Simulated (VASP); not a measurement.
# HfH6 (P4/m) in VASP: a series of runs

Runs on HfH6. Level: PBE. Tasks: single point, relaxation of cell and atoms.

All numbers are computed with VASP 6.6.1; they aren't measurements. Logs are shortened: lines on timing, memory, paths and dates and some standing lists are left out, and cuts for length are marked.

## (1) The cell of the first run

Symmetry: P4/m, No. 83, tetragonal system. Conventional cell: a = 3.801 Å, b = 3.801 Å, c = 3.875 Å, α = 90.00°, β = 90.00°, γ = 90.00°. Hf (site symmetry 4/m) has 16 H at 2.23 to 2.71 Å within 2.9 Å. Within 1.2 Å of H (site symmetry m) lie 1 H at 0.89 Å. H (site symmetry 2/m) has 2 H at 0.89 Å within 1.2 Å.

The cell was built from a structure type or drawn by symmetry, and may not be a known phase.

## (2) Single point, PBE

INCAR

```
SYSTEM = HfH6
PREC = Accurate ; ENCUT = 520
EDIFF = 1E-6 ; ISMEAR = 0
SIGMA = 0.1 ; LREAL = .False.
LASPH = .True. ; NELM = 60
ALGO = Normal ; ISIF = 2
LWAVE = .False. ; LCHARG = .False.
GGA = PE ; NBANDS = 17
```

KPOINTS

```
Automatic mesh
0
Gamma
  4 4 4
  0 0 0
```

POSCAR

```
HfH6
1.0
    3.8009508800      0.0000000000      0.0000000000
    0.0000000000      3.8009508800      0.0000000000
    0.0000000000      0.0000000000      3.8754478400
Hf H
1 6
Direct
    0.0000000000      0.0000000000      0.0000000000
    0.0758156500      0.7224074700      0.5000000000
    0.9241843500      0.2775925300      0.5000000000
    0.2775925300      0.0758156500      0.5000000000
    0.7224074700      0.9241843500      0.5000000000
    0.0000000000      0.5000000000      0.5000000000
    0.5000000000      0.0000000000      0.5000000000
```

Potentials or basis: VASP PAW PBE potentials, release 64 (Hf_pv, H).

Run with:

```
cat potpaw_PBE.64/Hf_pv/POTCAR potpaw_PBE.64/H/POTCAR > POTCAR
mpirun -np 1 vasp_std > vasp.out
```

OUTCAR:

```text
SYSTEM = HfH6
   PREC = Accurate
   ENCUT = 520
   EDIFF = 1E-6
   ISMEAR = 0
   LREAL = .False.
   LASPH = .True.
   NELM = 60
   ISIF = 2
   GGA = PE

 ion  position               nearest neighbor table
   1  0.000  0.000  0.000-   2 2.23   3 2.23   4 2.23   5 2.23   2 2.23   3 2.23   4 2.23   5 2.23

   2  0.076  0.722  0.500-   1 2.23   1 2.23
   3  0.924  0.278  0.500-   1 2.23   1 2.23
   4  0.278  0.076  0.500-   1 2.23   1 2.23
   5  0.722  0.924  0.500-   1 2.23   1 2.23
   6  0.000  0.500  0.500-
   7  0.500  0.000  0.500-

  LATTYP: Found a simple tetragonal cell.
 ALAT       =     3.8009508800
 C/A-ratio  =     1.0195995587

  Lattice vectors:

 A1 = (   3.8009508800,   0.0000000000,   0.0000000000)
 A2 = (   0.0000000000,   3.8009508800,   0.0000000000)
 A3 = (   0.0000000000,   0.0000000000,   3.8754478400)

Analysis of symmetry for initial positions (statically):
=====================================================================
 Subroutine PRICEL returns:
 Original cell was already a primitive cell.

 Routine SETGRP: Setting up the symmetry group for a
 simple tetragonal supercell.

 Subroutine GETGRP returns: Found  8 space group operations
 (whereof  8 operations were pure point group operations)
 out of a pool of 16 trial point group operations.

The static configuration has the point symmetry C_4h.

Analysis of symmetry for dynamics (positions and initial velocities):
=====================================================================
 Subroutine PRICEL returns:
 Original cell was already a primitive cell.

 Routine SETGRP: Setting up the symmetry group for a
 simple tetragonal supercell.

 Subroutine GETGRP returns: Found  8 space group operations
 (whereof  8 operations were pure point group operations)
 out of a pool of 16 trial point group operations.

The dynamic configuration has the point symmetry C_4h.

 Subroutine INISYM returns: Found  8 space group operations
 (whereof  8 operations are pure point group operations),
 and found     1 'primitive' translations

----------------------------------------------------------------------------------------

                                     Primitive cell

  volume of cell :      55.9895

  direct lattice vectors                    reciprocal lattice vectors
     3.800950880  0.000000000  0.000000000     0.263092061  0.000000000  0.000000000
     0.000000000  3.800950880  0.000000000     0.000000000  0.263092061  0.000000000
     0.000000000  0.000000000  3.875447840     0.000000000  0.000000000  0.258034695

  length of vectors
     3.800950880  3.800950880  3.875447840     0.263092061  0.263092061  0.258034695

  position of ions in fractional coordinates (direct lattice)
     0.000000000  0.000000000  0.000000000
     0.075815650  0.722407470  0.500000000
     0.924184350  0.277592530  0.500000000
     0.277592530  0.075815650  0.500000000
     0.722407470  0.924184350  0.500000000
     0.000000000  0.500000000  0.500000000
     0.500000000  0.000000000  0.500000000

  ion indices of the primitive-cell ions
   primitive index   ion index
                 1           1
                 2           2
                 3           3
                 4           4
                 5           5
                 6           6
                 7           7

----------------------------------------------------------------------------------------

 KPOINTS: Automatic mesh

Automatic generation of k-mesh.
 Grid dimensions read from file:
 generate k-points for:    4    4    4

 Generating k-lattice:

  Cartesian coordinates                     Fractional coordinates (reciprocal lattice)
     0.065773015  0.000000000  0.000000000     0.250000000  0.000000000  0.000000000
     0.000000000  0.065773015  0.000000000     0.000000000  0.250000000  0.000000000
     0.000000000  0.000000000  0.064508674     0.000000000  0.000000000  0.250000000

  Length of vectors
     0.065773015  0.065773015  0.064508674

  Shift w.r.t. Gamma in fractional coordinates (k-lattice)
     0.000000000  0.000000000  0.000000000

 Subroutine IBZKPT returns following result:
 ===========================================

 Found     18 irreducible k-points:

 Following reciprocal coordinates:
            Coordinates               Weight
  0.000000  0.000000  0.000000      1.000000
  0.250000  0.000000  0.000000      4.000000
  0.500000  0.000000  0.000000      2.000000
  0.250000  0.250000  0.000000      4.000000
  0.500000  0.250000  0.000000      4.000000
  0.500000  0.500000  0.000000      1.000000
[... 10 lines left out ...]
  0.500000  0.250000  0.500000      4.000000
  0.500000  0.500000  0.500000      1.000000
   k-points           NKPTS =     18   k-points in BZ     NKDIM =     18   number of bands    NBANDS=     17
   number of dos      NEDOS =    301   number of ions     NIONS =      7
   total plane-waves  NPLWV =  23520
   dimension x,y,z NGX =    28 NGY =   28 NGZ =   30
   dimension x,y,z NGXF=    56 NGYF=   56 NGZF=   60
   ions per type =               1   6
   NGX,Y,Z   is equivalent  to a cutoff of  12.25, 12.25, 12.87 a.u.
   NGXF,Y,Z  is equivalent  to a cutoff of  24.49, 24.49, 25.74 a.u.
 SYSTEM =  HfH6
   PREC   = accura    normal or accurate (medium, high low for compatibility)
   ISTART =      0    job   : 0-new  1-cont  2-samecut
   ICHARG =      2    charge: 1-file 2-atom 10-const
   ISPIN  =      1    spin polarized calculation?
   LNONCOLLINEAR =      F non collinear calculations
   LSORBIT =      F    spin-orbit coupling
   LASPH  =      T    aspherical Exc in radial PAW
   ENCUT  =  520.0 eV  38.22 Ry    6.18 a.u.   7.07  7.07  7.21*2*pi/ulx,y,z
   NELM   =     60;   NELMIN=  2; NELMDL= -5     # of ELM steps
   EDIFF  = 0.1E-05   stopping-criterion for ELM
   LREAL  =      F    real-space projection
   EDIFFG = 0.1E-04   stopping-criterion for IOM
   NSW    =      0    number of steps for IOM
   IBRION =     -1    ionic relax: 0-MD 1-quasi-New 2-CG
   NFREE  =      0    steps in history (QN), initial steepest desc. (CG)
   ISIF   =      2    stress and relaxation
   ISYM   =      2    0-nonsym 1-usesym 2-fastsym
   POTIM  = 0.5000    time-step for ionic-motion
   TEBEG  =    0.0;   TEEND  =   0.0 temperature during run
   PSTRESS=    0.0 pullay stress
   NELECT =      16.0000    total number of electrons
   NUPDOWN=      -1.0000    fix difference up-down
   EMIN   =  10.00;   EMAX   =-10.00  energy-range for DOS
   EFERMI =   0.00;   METHOD = LEGACY
   ISMEAR =     0;   SIGMA  =   0.10  broadening in eV -4-tet -1-fermi 0-gaus
   EFERMI_NEDOS =   21; number of points for ismear=-14 and -15
   IALGO  =     38    algorithm
   IMIX   =      4    mixing-type and parameters
     AMIX     =   0.40;   BMIX     =  1.00
     AMIX_MAG =   1.60;   BMIX_MAG =  1.00
  volume/ion in A,a.u.               =       8.00        53.98
  Fermi-wavevector in a.u.,A,eV,Ry     =   1.078316  2.037722 15.820382  1.162765
  Thomas-Fermi vector in A             =   2.214251
   LORBIT       =      0    0 simple, 1 ext, 2 COOP (PROOUT), +10 PAW based schemes
   GGA     = PE    functional components
   LHFCALC =     F    Hartree Fock is set to
   AEXX    =    0.0000 exact exchange contribution
   IVDW    =     0    specifies the selected vdW correction
   LEPSILON=     F    determine dielectric tensor
   LRPA    =     F    only Hartree local field effects (RPA)
 non-spin polarized calculation
 Gauss-broadening in eV      SIGMA  =   0.10
  energy-cutoff  :      520.00
  volume of cell :       55.99
 maximum number of plane-waves:      1524
   NGX = 15   NGY = 15   NGZ = 15

 number of electron      16.0000005 magnetization

 Free energy of the ion-electron system (eV)
  ---------------------------------------------------
  ext. energy  EPLUGINS =         0.00000000
  ---------------------------------------------------
  free energy    TOTEN  =       -25.25918041 eV

  energy without entropy =      -25.24931937  energy(sigma->0) =      -25.25424989

 E-fermi :   2.3363     XC(G=0):  -9.2737

 val. band max:        2.3026636729   @ k =   0.0000   0.0000   0.2500
 cond. band min:       2.3706493646   @ k =   0.5000   0.2500   0.0000
 fundamental gap:      0.0679856918
 Fermi energy:         2.3362646477

 k-point     1 :       0.0000    0.0000    0.0000
  band No.  band energies     occupation
      1     -30.0380      2.00000
      2     -29.8351      2.00000
      3     -29.8351      2.00000
      4     -11.0106      2.00000
      5      -5.2777      2.00000
      6      -0.1686      2.00000
[... 9 lines left out ...]
     16      11.6604      0.00000
     17      11.6604      0.00000

 k-point     2 :       0.2500    0.0000    0.0000
  band No.  band energies     occupation
      1     -30.0355      2.00000
      2     -29.8644      2.00000
      3     -29.8329      2.00000
      4     -10.4936      2.00000
      5      -6.3022      2.00000
      6      -1.1420      2.00000
[... 9 lines left out ...]
     16      12.0347      0.00000
     17      12.4838      0.00000

 k-point     3 :       0.5000    0.0000    0.0000
  band No.  band energies     occupation
      1     -30.0330      2.00000
      2     -29.8934      2.00000
      3     -29.8308      2.00000
      4      -9.5940      2.00000
      5      -7.7014      2.00000
      6      -1.2864      2.00000
[... 272 lines left out ...]
 k-point    17 :       0.5000    0.2500    0.5000
  band No.  band energies     occupation
      1     -30.1132      2.00000
      2     -29.8805      2.00000
      3     -29.8508      2.00000
      4      -8.2847      2.00000
      5      -7.9011      2.00000
      6      -3.4699      2.00000
[... 9 lines left out ...]
     16       9.9068      0.00000
     17      12.1181      0.00000

 k-point    18 :       0.5000    0.5000    0.5000
  band No.  band energies     occupation
      1     -30.1089      2.00000
      2     -29.8781      2.00000
      3     -29.8781      2.00000
      4      -7.7942      2.00000
      5      -7.7942      2.00000
      6      -4.8715      2.00000
[... 9 lines left out ...]
     16       9.9661      0.00000
     17      11.6981      0.00000

------------------------ aborting loop because EDIFF is reached ----------------------------------------

  FORCE on cell =-STRESS in cart. coord.  units (eV):
  Direction    XX          YY          ZZ          XY          YZ          ZX
  --------------------------------------------------------------------------------------
  -------------------------------------------------------------------------------------
  Total        4.0666005      4.0666005     -6.8422334     -0.0000000     -0.0000000      0.0000000
  in kB      116.3685654    116.3685654   -195.7952069     -0.0000001     -0.0000000      0.0000000
  external PRESSURE =      12.3139746 kB  Pullay stress =       0.0000000 kB

 VOLUME and BASIS-vectors are now :
 -----------------------------------------------------------------------------
  energy-cutoff  :      520.00
  volume of cell :       55.99
      direct lattice vectors                 reciprocal lattice vectors
     3.800950880  0.000000000  0.000000000     0.263092061  0.000000000  0.000000000
     0.000000000  3.800950880  0.000000000     0.000000000  0.263092061  0.000000000
     0.000000000  0.000000000  3.875447840     0.000000000  0.000000000  0.258034695

 POSITION                                       TOTAL-FORCE (eV/Angst)
 -----------------------------------------------------------------------------------
      0.00000      0.00000      0.00000        -0.000000      0.000000      0.000000
      0.28817      2.74584      1.93772         0.507964      1.062887     -0.000000
      3.51278      1.05512      1.93772        -0.507964     -1.062887      0.000000
      1.05512      0.28817      1.93772        -1.062887      0.507964      0.000000
      2.74584      3.51278      1.93772         1.062887     -0.507964     -0.000000
      0.00000      1.90048      1.93772        -0.000000      0.000000      0.000000
      1.90048      0.00000      1.93772        -0.000000      0.000000      0.000000
 -----------------------------------------------------------------------------------
    total drift:                               -0.000000      0.000000     -0.000000

  FREE ENERGIE OF THE ION-ELECTRON SYSTEM (eV)
  ---------------------------------------------------
  free  energy   TOTEN  =       -25.2591804144 eV

  energy  without entropy=      -25.2493193705  energy(sigma->0) =      -25.25424989
```

It took 33 s on 1 thread of Intel Xeon 8259CL, shared host; peak memory 0.17 GiB.

Results:

* Free energy: -25.2592 eV
* Pressure: 1.2 GPa
* Largest force: 1.178 eV/Å
* Band gap on the k mesh: zero (bands 8 and 9 overlap by 1.59 eV)

Forces in eV/Å, atoms in the order of the input:
```
Hf   0.000  0.000  0.000
H    0.508  1.063  0.000
H   -0.508 -1.063  0.000
H   -1.063  0.508  0.000
H    1.063 -0.508  0.000
H    0.000  0.000  0.000
H    0.000  0.000  0.000
```

Stress tensor (GPa, compression positive):
```
 11.64   0.00   0.00
  0.00  11.64   0.00
  0.00   0.00 -19.58
```

Levels at points of the mesh, in eV from the Fermi level:
```
           k point  band 6  band 7  band 8  band 9  band 10  band 11
(0.00, 0.00, 0.00)   -2.50   -2.23   -2.23    0.76     1.36     1.36
(0.50, 0.00, 0.00)   -3.62   -1.87   -0.09    0.12     0.98     1.48
(0.50, 0.50, 0.00)   -8.97   -2.17    0.16    0.16     2.12     2.89
(0.00, 0.00, 0.50)   -3.84   -3.84   -3.71   -0.76     1.41     2.22
(0.50, 0.00, 0.50)   -3.56   -1.96   -1.85    0.49     1.23     1.50
(0.50, 0.50, 0.50)   -7.21   -0.64    0.75    1.52     2.31     2.31
```

Caveat: the k points lie up to 0.41 Å⁻¹ apart, too coarse for converged energies and pressures of a metal; spin-orbit coupling is left out, which moves the levels of the heavy elements; forces of over 1 eV/Å act on the atoms, so gaps and moduli don't describe the material at rest.

(Continued in part 2 of 2.)
